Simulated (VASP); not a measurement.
# In (R-3m) in VASP: notebook

The runs below take In through electric field gradients, with PBEsol.

Program: VASP 6.6.1. These are calculated values, not measurements. Logs are shortened: lines on timing, memory, paths and dates and some standing lists are left out, and cuts for length are marked.

## (1) The cell of the first run

The structure is trigonal, space group R-3m (No. 166). Conventional cell: a = 3.339 Å, b = 3.339 Å, c = 25.115 Å, α = 90.00°, β = 90.00°, γ = 120.00°. Within 4.4 Å of In (site symmetry -3m) lie 12 In at 3.34 to 3.40 Å. In (site symmetry 3m) has 12 In at 3.34 to 3.40 Å within 4.4 Å.

## (2) Electric field gradients, PBEsol (zz strain of +2 %)

INCAR reads:

```
SYSTEM = In
PREC = Accurate
ENCUT = 520
EDIFF = 1E-8
ISMEAR = -1
SIGMA = 0.05
LREAL = .False.
LASPH = .True.
NELM = 80
ALGO = Normal
ISIF = 2
LWAVE = .False.
LCHARG = .False.
GGA = PS
LEFG = .True.
NBANDS = 26
```

KPOINTS reads:

```
regular mesh
0
Gamma
  14 14 14
  0 0 0
```

POSCAR reads:

```
In
1.0
    1.6696368166      0.9639652655      8.3716125150
   -1.6696368166      0.9639652655      8.3716125150
    0.0000000000     -1.9279305310      8.3716125150
In
3
Direct
    0.0000000000      0.0000000000      0.0000000000
    0.7780122400      0.7780122400      0.7780122400
    0.2219877600      0.2219877600      0.2219877600
```

Potentials or basis: VASP PAW PBE potentials, release 64 (In_d).

Run with:

```console
cat potpaw_PBE.64/In_d/POTCAR > POTCAR
mpirun -np 1 vasp_std > vasp.out
```

OUTCAR:

```text
SYSTEM = In
   PREC = Accurate
   ENCUT = 520
   EDIFF = 1E-8
   ISMEAR = -1
   LREAL = .False.
   LASPH = .True.
   NELM = 80
   ISIF = 2
   GGA = PS

 ion  position               nearest neighbor table
   1  0.000  0.000  0.000-   2 3.40   3 3.40   2 3.40   2 3.40   3 3.40   3 3.40
   2  0.778  0.778  0.778-   3 3.38   3 3.38   3 3.38   1 3.40   1 3.40   1 3.40
   3  0.222  0.222  0.222-   2 3.38   2 3.38   2 3.38   1 3.40   1 3.40   1 3.40

  LATTYP: Found a trigonal (rhomboedric) cell.
 ALAT       =     8.5907399119
 COS(alpha) =     0.9244537556

  Lattice vectors:

 A1 = (   1.6696368166,   0.9639652655,   8.3716125150)
 A2 = (  -1.6696368166,   0.9639652655,   8.3716125150)
 A3 = (   0.0000000000,  -1.9279305310,   8.3716125150)

Analysis of symmetry for initial positions (statically):
=====================================================================
 Subroutine PRICEL returns:
 Original cell was already a primitive cell.

 Routine SETGRP: Setting up the symmetry group for a
 trigonal (rhombohedral) supercell.

 Subroutine GETGRP returns: Found 12 space group operations
 (whereof 12 operations were pure point group operations)
 out of a pool of 12 trial point group operations.

The static configuration has the point symmetry D_3d.

Analysis of symmetry for dynamics (positions and initial velocities):
=====================================================================
 Subroutine PRICEL returns:
 Original cell was already a primitive cell.

 Routine SETGRP: Setting up the symmetry group for a
 trigonal (rhombohedral) supercell.

 Subroutine GETGRP returns: Found 12 space group operations
 (whereof 12 operations were pure point group operations)
 out of a pool of 12 trial point group operations.

The dynamic configuration has the point symmetry D_3d.

 Subroutine INISYM returns: Found 12 space group operations
 (whereof 12 operations are pure point group operations),
 and found     1 'primitive' translations

----------------------------------------------------------------------------------------

                                     Primitive cell

  volume of cell :      80.8433

  direct lattice vectors                    reciprocal lattice vectors
     1.669636817  0.963965265  8.371612515     0.299466324  0.172896963  0.039817100
    -1.669636817  0.963965265  8.371612515    -0.299466324  0.172896963  0.039817100
     0.000000000 -1.927930531  8.371612515     0.000000000 -0.345793926  0.039817100

  length of vectors
     8.590739912  8.590739912  8.590739912     0.348078785  0.348078785  0.348078785

  position of ions in fractional coordinates (direct lattice)
     0.000000000  0.000000000  0.000000000
     0.778012240  0.778012240  0.778012240
     0.221987760  0.221987760  0.221987760

  ion indices of the primitive-cell ions
   primitive index   ion index
                 1           1
                 2           2
                 3           3

----------------------------------------------------------------------------------------

 KPOINTS: regular mesh

Automatic generation of k-mesh.
 Grid dimensions read from file:
 generate k-points for:   14   14   14

 Generating k-lattice:

  Cartesian coordinates                     Fractional coordinates (reciprocal lattice)
     0.021390452  0.012349783  0.002844079     0.071428571  0.000000000  0.000000000
    -0.021390452  0.012349783  0.002844079     0.000000000  0.071428571  0.000000000
     0.000000000 -0.024699566  0.002844079     0.000000000  0.000000000  0.071428571

  Length of vectors
     0.024862770  0.024862770  0.024862770

  Shift w.r.t. Gamma in fractional coordinates (k-lattice)
     0.000000000  0.000000000  0.000000000

 Subroutine IBZKPT returns following result:
 ===========================================

 Found    288 irreducible k-points:

 Following reciprocal coordinates:
            Coordinates               Weight
  0.000000  0.000000  0.000000      1.000000
  0.071429  0.000000  0.000000      6.000000
  0.142857  0.000000  0.000000      6.000000
  0.214286  0.000000  0.000000      6.000000
  0.285714  0.000000  0.000000      6.000000
  0.357143 -0.000000  0.000000      6.000000
[... 16 lines left out ...]
  0.214286  0.142857  0.000000     12.000000
  0.285714  0.142857  0.000000     12.000000
 [... further k-points ...]
   k-points           NKPTS =    288   k-points in BZ     NKDIM =    288   number of bands    NBANDS=     26
   number of dos      NEDOS =    301   number of ions     NIONS =      3
   total plane-waves  NPLWV = 262144
   dimension x,y,z NGX =    64 NGY =   64 NGZ =   64
   dimension x,y,z NGXF=   128 NGYF=  128 NGZF=  128
   ions per type =               3
   NGX,Y,Z   is equivalent  to a cutoff of  12.39, 12.39, 12.39 a.u.
   NGXF,Y,Z  is equivalent  to a cutoff of  24.77, 24.77, 24.77 a.u.
 SYSTEM =  In
   PREC   = accura    normal or accurate (medium, high low for compatibility)
   ISTART =      0    job   : 0-new  1-cont  2-samecut
   ICHARG =      2    charge: 1-file 2-atom 10-const
   ISPIN  =      1    spin polarized calculation?
   LNONCOLLINEAR =      F non collinear calculations
   LSORBIT =      F    spin-orbit coupling
   LASPH  =      T    aspherical Exc in radial PAW
   ENCUT  =  520.0 eV  38.22 Ry    6.18 a.u.  15.97 15.97 15.97*2*pi/ulx,y,z
   NELM   =     80;   NELMIN=  2; NELMDL= -5     # of ELM steps
   EDIFF  = 0.1E-07   stopping-criterion for ELM
   LREAL  =      F    real-space projection
   EDIFFG = 0.1E-06   stopping-criterion for IOM
   NSW    =      0    number of steps for IOM
   IBRION =     -1    ionic relax: 0-MD 1-quasi-New 2-CG
   NFREE  =      0    steps in history (QN), initial steepest desc. (CG)
   ISIF   =      2    stress and relaxation
   ISYM   =      2    0-nonsym 1-usesym 2-fastsym
   POTIM  = 0.5000    time-step for ionic-motion
   TEBEG  =    0.0;   TEEND  =   0.0 temperature during run
   PSTRESS=    0.0 pullay stress
   NELECT =      39.0000    total number of electrons
   NUPDOWN=      -1.0000    fix difference up-down
   EMIN   =  10.00;   EMAX   =-10.00  energy-range for DOS
   EFERMI =   0.00;   METHOD = LEGACY
   ISMEAR =    -1;   SIGMA  =   0.05  broadening in eV -4-tet -1-fermi 0-gaus
   EFERMI_NEDOS =   21; number of points for ismear=-14 and -15
   IALGO  =     38    algorithm
   IMIX   =      4    mixing-type and parameters
     AMIX     =   0.40;   BMIX     =  1.00
     AMIX_MAG =   1.60;   BMIX_MAG =  1.00
  volume/ion in A,a.u.               =      26.95       181.85
  Fermi-wavevector in a.u.,A,eV,Ry     =   1.283951  2.426316 22.429614  1.648530
  Thomas-Fermi vector in A             =   2.416174
   LORBIT       =      0    0 simple, 1 ext, 2 COOP (PROOUT), +10 PAW based schemes
   GGA     = PS    functional components
   LHFCALC =     F    Hartree Fock is set to
   AEXX    =    0.0000 exact exchange contribution
   IVDW    =     0    specifies the selected vdW correction
   LEPSILON=     F    determine dielectric tensor
   LRPA    =     F    only Hartree local field effects (RPA)
 non-spin polarized calculation
  energy-cutoff  :      520.00
  volume of cell :       80.84
 maximum number of plane-waves:      2191
   NGX = 31   NGY = 31   NGZ = 31

 number of electron      39.0000002 magnetization

 Free energy of the ion-electron system (eV)
  ---------------------------------------------------
  ext. energy  EPLUGINS =         0.00000000
  ---------------------------------------------------
  free energy    TOTEN  =        -8.91659597 eV

  energy without entropy =       -8.90432171  energy(sigma->0) =       -8.91045884

 E-fermi :   7.0399     XC(G=0): -10.2654

 val. band max:        7.0328917897   @ k =  -0.3571  -0.4286   0.2143
 cond. band min:       7.0514804919   @ k =  -0.3571   0.3571   0.2857
 fundamental gap:      0.0185887022
 Fermi energy:         7.0399197756

 k-point     1 :       0.0000    0.0000    0.0000
  band No.  band energies     occupation
      1      -7.5337      2.00000
      2      -7.5314      2.00000
      3      -7.5040      2.00000
      4      -7.4811      2.00000
      5      -7.4811      2.00000
      6      -7.4649      2.00000
[... 18 lines left out ...]
     25      16.8628      0.00000
     26      17.2972      0.00000

 k-point     2 :       0.0714    0.0000    0.0000
  band No.  band energies     occupation
      1      -7.5287      2.00000
      2      -7.5277      2.00000
      3      -7.5006      2.00000
      4      -7.4836      2.00000
      5      -7.4680      2.00000
      6      -7.4614      2.00000
[... 18 lines left out ...]
     25      16.6260      0.00000
     26      16.8207      0.00000

 k-point     3 :       0.1429    0.0000    0.0000
  band No.  band energies     occupation
      1      -7.5410      2.00000
      2      -7.5260      2.00000
      3      -7.4907      2.00000
      4      -7.4730      2.00000
      5      -7.4583      2.00000
      6      -7.4359      2.00000
[... 18 lines left out ...]
     25      15.2842      0.00000
     26      16.2931      0.00000

 k-point     4 :       0.2143    0.0000    0.0000
  band No.  band energies     occupation
      1      -7.5696      2.00000
      2      -7.5482      2.00000
      3      -7.4848      2.00000
      4      -7.4637      2.00000
      5      -7.4484      2.00000
      6      -7.4305      2.00000
[... 18 lines left out ...]
     25      13.8486      0.00000
     26      15.5235      0.00000
[... 496 lines left out ...]
      1      -7.5446      2.00000
      2      -7.5176      2.00000
      3      -7.4857      2.00000
      4      -7.4813      2.00000
      5      -7.4655      2.00000
      6      -7.4363      2.00000
[... 18 lines left out ...]
     25      15.5295      0.00000
     26      16.3018      0.00000

 k-point    23 :       0.2143    0.1429    0.0000
  band No.  band energies     occupation
      1      -7.5473      2.00000
      2      -7.5184      2.00000
      3      -7.4937      2.00000
      4      -7.4811      2.00000
      5      -7.4602      2.00000
      6      -7.4133      2.00000
[... 18 lines left out ...]
     25      15.1739      0.00000
     26      15.4420      0.00000

 k-point    24 :       0.2857    0.1429    0.0000
  band No.  band energies     occupation
      1      -7.5370      2.00000
      2      -7.5307      2.00000
      3      -7.5122      2.00000
      4      -7.4784      2.00000
      5      -7.4447      2.00000
      6      -7.4255      2.00000
[... 18 lines left out ...]
     25      13.3636      0.00000
     26      14.5716      0.00000

 [... further k-points ...]

------------------------ aborting loop because EDIFF is reached ----------------------------------------

  FORCE on cell =-STRESS in cart. coord.  units (eV):
  Direction    XX          YY          ZZ          XY          YZ          ZX
  --------------------------------------------------------------------------------------
  -------------------------------------------------------------------------------------
  Total       -1.0300017     -1.0300017     -0.9065393      0.0000000     -0.0000000      0.0000000
  in kB      -20.4129020    -20.4129020    -17.9660848      0.0000000     -0.0000000      0.0000000
  external PRESSURE =     -19.5972963 kB  Pullay stress =       0.0000000 kB

 VOLUME and BASIS-vectors are now :
 -----------------------------------------------------------------------------
  energy-cutoff  :      520.00
  volume of cell :       80.84
      direct lattice vectors                 reciprocal lattice vectors
     1.669636817  0.963965265  8.371612515     0.299466324  0.172896963  0.039817100
    -1.669636817  0.963965265  8.371612515    -0.299466324  0.172896963  0.039817100
     0.000000000 -1.927930531  8.371612515     0.000000000 -0.345793926  0.039817100

 POSITION                                       TOTAL-FORCE (eV/Angst)
 -----------------------------------------------------------------------------------
      0.00000      0.00000      0.00000         0.000000     -0.000000     -0.000000
      0.00000      0.00000     19.53965         0.000000      0.000000     -0.006159
      0.00000      0.00000      5.57519         0.000000      0.000000      0.006159
 -----------------------------------------------------------------------------------
    total drift:                                0.000000      0.000000     -0.000000

  FREE ENERGIE OF THE ION-ELECTRON SYSTEM (eV)
  ---------------------------------------------------
  free  energy   TOTEN  =        -8.9165959713 eV

  energy  without entropy=       -8.9043217100  energy(sigma->0) =       -8.91045884

 Electric field gradients (V/A^2)
---------------------------------------------------------------------
 ion       V_xx      V_yy      V_zz      V_xy      V_xz      V_yz
---------------------------------------------------------------------
   1      -3.170    -3.170     6.339     0.000    -0.000    -0.000
   2      -0.116    -0.116     0.231    -0.000     0.000     0.000
   3      -0.116    -0.116     0.231    -0.000     0.000     0.000
---------------------------------------------------------------------

 Electric field gradients after diagonalization (V/A^2)
 (convention: |V_zz| > |V_xx| > |V_yy|)
----------------------------------------------------------------------
 ion       V_xx      V_yy      V_zz     asymmetry (V_yy - V_xx)/ V_zz
----------------------------------------------------------------------
   1      -3.170    -3.170     6.339       0.000
   2      -0.116    -0.116     0.231       0.000
   3      -0.116    -0.116     0.231       0.000
----------------------------------------------------------------------

           NMR quadrupolar parameters

 Cq : quadrupolar parameter    Cq=e*Q*V_zz/h
 eta: asymmetry parameters     (V_yy - V_xx)/ V_zz
 Q  : nuclear electric quadrupole moment in mb (millibarn)
----------------------------------------------------------------------
 ion       Cq(MHz)       eta       Q (mb)
----------------------------------------------------------------------
   1       0.015       0.000       1.000
   2       0.001       0.000       1.000
   3       0.001       0.000       1.000
----------------------------------------------------------------------
```

Wall time 60 min (1 thread of Oxide Virtual Turin-like, shared host); peak memory 0.8 GiB.

What came out:

| Property | Result |
| --- | --- |
| Free energy | -8.9166 eV |
| Pressure | -2.0 GPa |
| Largest force | 0.006 eV/Å |
| Band gap on the k mesh | zero (an odd number of electrons rules out a gap without spin polarisation) |
| Largest electric field gradient by atom | In +6.3, +0.2 (each value once) V/Å² |

Forces in eV/Å, atoms in the order of the input:
```
In   0.000  0.000  0.000
In   0.000  0.000 -0.006
In   0.000  0.000  0.006
```

Levels at points of the mesh, in eV from the Fermi level:
```
           k point  band 17  band 18  band 19  band 20  band 21  band 22
(0.00, 0.00, 0.00)    -7.04    -7.02     0.22     0.24     8.81     8.81
(0.50, 0.00, 0.00)    -4.08    -3.01    -2.68    -1.18    -1.13     3.10
(0.50, 0.50, 0.00)    -4.16    -3.44    -2.96    -0.48    -0.45     1.78
(0.50, 0.50, 0.50)    -8.79    -4.58    -3.36     5.30     5.34     8.42
```

Electric field gradients, principal values (V/Å²):
```
atom   least  middle  greatest (by size)
1 In  -3.170  -3.170               6.339
2 In  -0.116  -0.116               0.231
3 In  -0.116  -0.116               0.231
```

Caveat: the cell differs from its parent crystal (zz strain of +2 %); without QUAD_EFG the Cq values of the log hold for a quadrupole moment of 1 mb, not for the nuclei; the PAW data sets were made with another functional, which shifts forces and pressure a little; spin-orbit coupling is left out, which moves the levels of the heavy elements.

(Continued in part 2 of 2.)
